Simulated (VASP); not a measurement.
# CaSi3N2 (P6/mmm) in VASP: further runs, part 2 of 2

VASP 6.6.1. Earlier steps stand in the parts before.

## 3. Single point, PBE

This run uses another cell than the first one, of 13.86 Å³/atom.

INCAR reads:

```
SYSTEM = CaSi3N2
PREC = Accurate
ENCUT = 600
EDIFF = 1E-6
ISMEAR = 0
SIGMA = 0.1
LREAL = .FALSE.
LASPH = .TRUE.
NELM = 120
ALGO = Normal
ISIF = 2
LWAVE = .FALSE.
LCHARG = .FALSE.
GGA = PE
NBANDS = 25
GGA_COMPAT = .FALSE.
```

KPOINTS reads:

```
regular mesh
0
G
  6 6 6
  0 0 0
```

POSCAR reads:

```
CaSi3N2
1.0
    5.4217993700      0.0000000000      0.0000000000
   -2.7108996900      4.6954159900      0.0000000000
    0.0000000000      0.0000000000      3.2662613000
Ca Si N
1 3 2
Direct
    0.0000000000      0.0000000000      0.0000000000
    0.5000000000      0.0000000000      0.5000000000
    0.5000000000      0.5000000000      0.5000000000
    0.0000000000      0.5000000000      0.5000000000
    0.3333333300      0.6666666700      0.0000000000
    0.6666666700      0.3333333300      0.0000000000
```

Potentials or basis: VASP PAW PBE potentials, release 64 (Ca_sv, Si, N).

On the command line:

```console
$ cat potpaw_PBE.64/Ca_sv/POTCAR potpaw_PBE.64/Si/POTCAR potpaw_PBE.64/N/POTCAR > POTCAR
$ mpirun -np 1 vasp_std > vasp.out
```

Run time: 39 s. Hardware: 1 thread of Intel Xeon 6975P-C (Granite Rapids), shared host; peak memory 0.28 GiB.

It converged, with:

```
Free energy            : -32.2405 eV
Pressure               : -7.1 GPa
Band gap on the k mesh : zero (bands 16 and 17 overlap by 2.32 eV)
```

Stress tensor (GPa, compression positive):
```
-7.98  0.00  0.00
 0.00 -7.98  0.00
 0.00  0.00 -5.48
```

Levels at points of the mesh, in eV from the Fermi level:
| k point | band 12 | band 13 | band 14 | band 15 | band 16 | band 17 | band 18 | band 19 | band 20 | band 21 |
| --- | --- | --- | --- | --- | --- | --- | --- | --- | --- | --- |
| (0.00, 0.00, 0.00) | -4.73 | -3.32 | -0.68 | 0.31 | 0.31 | 0.87 | 1.71 | 1.71 | 2.56 | 4.16 |
| (0.50, 0.00, 0.00) | -3.87 | -2.96 | -2.84 | -1.94 | -0.30 | 1.50 | 1.75 | 1.94 | 3.09 | 3.37 |
| (0.00, 0.00, 0.50) | -4.53 | -3.20 | -3.20 | -2.96 | -2.96 | -0.25 | 0.72 | 4.39 | 4.39 | 5.04 |
| (0.50, 0.00, 0.50) | -4.30 | -3.67 | -2.63 | -1.50 | 0.68 | 0.80 | 1.03 | 2.24 | 3.11 | 3.42 |

Caveat: the cell stands under tension.

## 4. Relaxation of cell and atoms, PBE

This run uses another cell than the first one, of 13.86 Å³/atom.

INCAR reads:

```
PREC     = Accurate       # precision mode
ENCUT    = 600            # plane-wave cutoff, eV
EDIFF    = 1E-7           # SCF threshold, eV
ISMEAR   = 0              # smearing method
SIGMA    = 0.1            # smearing width, eV
LREAL    = False          # projectors in reciprocal space
LASPH    = True           # aspherical terms in the spheres
NELM     = 120            # most SCF steps
ALGO     = Normal         # electronic algorithm
ISIF     = 3              # what is computed and relaxed
LWAVE    = False          # write WAVECAR
LCHARG   = False          # write CHGCAR
GGA      = PE             # functional
IBRION   = 2              # ionic algorithm
NSW      = 90             # ionic steps
EDIFFG   = -0.04          # ionic threshold
GGA_COMPAT= False        
NELMIN   = 4
```

KPOINTS reads:

```
regular mesh
0
Gamma
  6 6 6
```

POSCAR is that of step 3.

On the command line:

```console
$ cat potpaw_PBE.64/Ca_sv/POTCAR potpaw_PBE.64/Si/POTCAR potpaw_PBE.64/N/POTCAR > POTCAR
$ mpirun -np 1 vasp_std > vasp.out
```

Run time: 3.3 min. Hardware: 1 thread of Intel Xeon 6975P-C (Granite Rapids), shared host; peak memory 0.29 GiB.

It converged, with:

```
Free energy                           : -32.5097 eV
Relaxed volume                        : 12.60 Å³/atom
Relaxed cell                          : a = 5.046 Å, b = 5.046 Å, c = 3.428 Å, α = 90.00°, β = 90.00°, γ = 120.00°
Space group after relaxing (to 0.1 Å) : P6/mmm (No. 191)
Energy gained by relaxing             : 44.9 meV/atom
Ionic steps                           : 9
Pressure after relaxing               : -0.5 GPa
Band gap on the k mesh                : zero (bands 16 and 17 overlap by 2.83 eV)
```

The path:
| step | energy change (eV) | largest force (eV/Å) | pressure (GPa) | volume (Å³) |
| --- | --- | --- | --- | --- |
| 1 | 0.0000 | 0.0000 | -7.12 | 83.15 |
| 2 | -0.1643 | 0.0000 | 1.06 | 75.95 |
| 3 | -0.1656 | 0.0000 | 0.29 | 76.48 |
| 4 | -0.1808 | 0.0000 | 0.17 | 76.40 |
| 5 | -0.2299 | 0.0000 | -0.32 | 76.11 |
| 6 | -0.2586 | 0.0000 | -0.29 | 75.28 |
| 7 | -0.2676 | 0.0000 | -0.51 | 75.69 |
| 8 | -0.2691 | 0.0000 | -0.50 | 75.61 |
| 9 | -0.2693 | 0.0000 | -0.49 | 75.58 |

Final structure:
```
CELL_PARAMETERS angstrom
5.04589 0.00000 0.00000
-2.52295 4.36987 0.00000
0.00000 0.00000 3.42781
ATOMIC_POSITIONS crystal
Ca 0.00000 0.00000 0.00000
Si 0.50000 0.00000 0.50000
Si 0.50000 0.50000 0.50000
Si 0.00000 0.50000 0.50000
N 0.33333 0.66667 0.00000
N 0.66667 0.33333 0.00000
```

Levels at points of the mesh, in eV from the Fermi level:
| k point | band 13 | band 14 | band 15 | band 16 | band 17 | band 18 | band 19 | band 20 |
| --- | --- | --- | --- | --- | --- | --- | --- | --- |
| (0.00, 0.00, 0.00) | -4.06 | -2.34 | 0.36 | 0.36 | 0.36 | 1.42 | 1.42 | 2.90 |
| (0.50, 0.00, 0.00) | -3.85 | -3.56 | -2.33 | -0.53 | 1.85 | 1.94 | 2.02 | 2.32 |
| (0.00, 0.00, 0.50) | -3.98 | -3.98 | -2.90 | -2.90 | -0.61 | 1.35 | 4.80 | 4.80 |
| (0.50, 0.00, 0.50) | -3.49 | -2.55 | -1.48 | 0.50 | 1.42 | 1.57 | 2.42 | 3.38 |

## 5. Single point, PBE

INCAR reads:

```
SYSTEM = CaSi3N2
ALGO = Normal
EDIFF = 1E-6
ENCUT = 600
GGA = PE
GGA_COMPAT = .False.
ISIF = 2
ISMEAR = 0
LASPH = .True.
LCHARG = .False.
LREAL = .False.
LWAVE = .False.
NBANDS = 25
NELM = 120
PREC = Accurate
SIGMA = 0.1
```

KPOINTS reads:

```
k-points
0
Gamma
  12 12 12
  0 0 0
```

POSCAR reads:

```
CaSi3N2
1.0
    5.0669501840      0.0000000000      0.0000000000
   -2.5334750920      4.3881075791      0.0000000000
    0.0000000000      0.0000000000      3.3913174169
Ca Si N
1 3 2
Direct
    0.0000000000      0.0000000000      0.0000000000
    0.5000000000      0.0000000000      0.5000000000
    0.5000000000      0.5000000000      0.5000000000
    0.0000000000      0.5000000000      0.5000000000
    0.3333333333      0.6666666667      0.0000000000
    0.6666666667      0.3333333333      0.0000000000
```

On the command line:

```console
$ cat potpaw_PBE.64/Ca_sv/POTCAR potpaw_PBE.64/Si/POTCAR potpaw_PBE.64/N/POTCAR > POTCAR
$ mpirun -np 1 vasp_std > vasp.out
```

It took 2 min on 1 thread of Intel Xeon 6975P-C (Granite Rapids), shared host; peak memory 0.41 GiB.

Results (log left out):

| Property | Result |
| --- | --- |
| Free energy | -32.5075 eV |
| Pressure | 0.1 GPa |
| Band gap on the k mesh | zero (bands 16 and 17 overlap by 2.89 eV) |

Levels at points of the mesh, in eV from the Fermi level:
```csv
k point,band 12,band 13,band 14,band 15,band 16,band 17,band 18,band 19,band 20,band 21
"(0.00, 0.00, 0.00)",-5.32,-4.05,-2.11,0.39,0.39,0.45,1.54,1.54,2.85,3.44
"(0.50, 0.00, 0.00)",-3.93,-3.69,-3.55,-2.30,-0.46,1.86,2.00,2.11,2.32,3.45
"(0.00, 0.00, 0.50)",-4.56,-3.92,-3.92,-2.96,-2.96,-0.55,1.37,4.69,4.80,4.80
"(0.50, 0.00, 0.50)",-4.95,-3.56,-2.60,-1.49,0.53,1.41,1.59,2.42,3.41,3.98
```

## 6. Relaxation of cell and atoms, PBE

INCAR reads:

```
SYSTEM = CaSi3N2
PREC = Accurate
ENCUT = 600
EDIFF = 1E-7
ISMEAR = 0
SIGMA = 0.1
LREAL = .False.
LASPH = .True.
NELM = 120
ALGO = Normal
ISIF = 3
LWAVE = .False.
LCHARG = .False.
GGA = PE
IBRION = 2
NSW = 100
EDIFFG = -0.01
GGA_COMPAT = .False.
NELMIN = 4
```

KPOINTS reads:

```
regular mesh
0
Gamma
  12 12 12
  0 0 0
```

POSCAR: that of step 5 with these lines changed.

```diff
@@ -2,5 +2,5 @@
 1.0
-    5.0669501840      0.0000000000      0.0000000000
-   -2.5334750920      4.3881075791      0.0000000000
-    0.0000000000      0.0000000000      3.3913174169
+    5.0482436513      0.0000000000      0.0000000000
+   -2.5241218256      4.3719072465      0.0000000000
+    0.0000000000      0.0000000000      3.4097921575
 Ca Si N
```

Potentials or basis: VASP PAW PBE potentials, release 64 (Ca_sv, Si, N).

On the command line:

```console
$ cat potpaw_PBE.64/Ca_sv/POTCAR potpaw_PBE.64/Si/POTCAR potpaw_PBE.64/N/POTCAR > POTCAR
$ mpirun -np 1 vasp_std > vasp.out
```

Wall time 4.8 min (1 thread of Intel Xeon 6975P-C (Granite Rapids), shared host); peak memory 0.4 GiB.

The run converged. Its results:

```yaml
Free_energy: -32.5074 eV
Relaxed_volume: 12.59 Å³/atom
Relaxed_cell: a = 5.068 Å, b = 5.068 Å, c = 3.395 Å, α = 90.00°, β = 90.00°, γ = 120.00°
Space_group_after_relaxing_to_0.1_Å: P6/mmm (No. 191)
Energy_gained_by_relaxing: 0.2 meV/atom
Ionic_steps: 4
Pressure_after_relaxing: -0.1 GPa
Band_gap_on_the_k_mesh: zero (bands 16 and 17 overlap by 2.89 eV)
```

The path:
| step | energy change (eV) | largest force (eV/Å) | pressure (GPa) | volume (Å³) |
| --- | --- | --- | --- | --- |
| 1 | 0.0000 | 0.0000 | 0.20 | 75.26 |
| 2 | -0.0005 | 0.0000 | -0.03 | 75.43 |
| 3 | -0.0007 | 0.0000 | -0.27 | 75.61 |
| 4 | -0.0010 | 0.0000 | -0.08 | 75.51 |

Final structure:
```
CELL_PARAMETERS angstrom
5.06779 0.00000 0.00000
-2.53389 4.38883 0.00000
0.00000 0.00000 3.39517
ATOMIC_POSITIONS crystal
Ca 0.00000 0.00000 0.00000
Si 0.50000 0.00000 0.50000
Si 0.50000 0.50000 0.50000
Si 0.00000 0.50000 0.50000
N 0.33333 0.66667 0.00000
N 0.66667 0.33333 0.00000
```

Levels at points of the mesh, in eV from the Fermi level:
| k point | band 14 | band 15 | band 16 | band 17 | band 18 | band 19 |
| --- | --- | --- | --- | --- | --- | --- |
| (0.00, 0.00, 0.00) | -2.13 | 0.39 | 0.39 | 0.45 | 1.53 | 1.53 |
| (0.50, 0.00, 0.00) | -3.54 | -2.29 | -0.46 | 1.86 | 2.00 | 2.10 |
| (0.00, 0.00, 0.50) | -3.91 | -2.94 | -2.94 | -0.54 | 1.36 | 4.67 |
| (0.50, 0.00, 0.50) | -2.59 | -1.49 | 0.53 | 1.41 | 1.58 | 2.42 |

## 7. Summary

| task | cell | k mesh | gap on the mesh (eV) | pressure (GPa) | relaxed volume (Å³/atom) |
| --- | --- | --- | --- | --- | --- |
| single point | a = 5.048, b = 5.048, c = 3.410 Å, angles 90.0, 90.0, 120.0°, 6 atoms | 6 × 6 × 6 | none | 0.1 | - |
| single point | a = 5.422, b = 5.422, c = 3.266 Å, angles 90.0, 90.0, 120.0°, 6 atoms | 6 × 6 × 6 | none | -7.1 | - |
| relaxation of cell and atoms | relaxed from a = 5.422, b = 5.422, c = 3.266 Å, angles 90.0, 90.0, 120.0°, 6 atoms | 6 × 6 × 6 | none | -0.5 | 12.60 |
| single point | a = 5.067, b = 5.067, c = 3.391 Å, angles 90.0, 90.0, 120.0°, 6 atoms | 12 × 12 × 12 | none | 0.1 | - |
| relaxation of cell and atoms | relaxed from a = 5.048, b = 5.048, c = 3.410 Å, angles 90.0, 90.0, 120.0°, 6 atoms | 12 × 12 × 12 | none | -0.1 | 12.59 |

Alike in all rows: level PBE; potentials or basis VASP PAW PBE potentials, release 64 (Ca_sv, Si, N); no spin polarisation; cutoff (eV) 600; smearing gaussian 0.1 eV.

Caveats: the cell stands under tension (at least some runs).

Absolute energies hang on the potentials; compare differences alone.
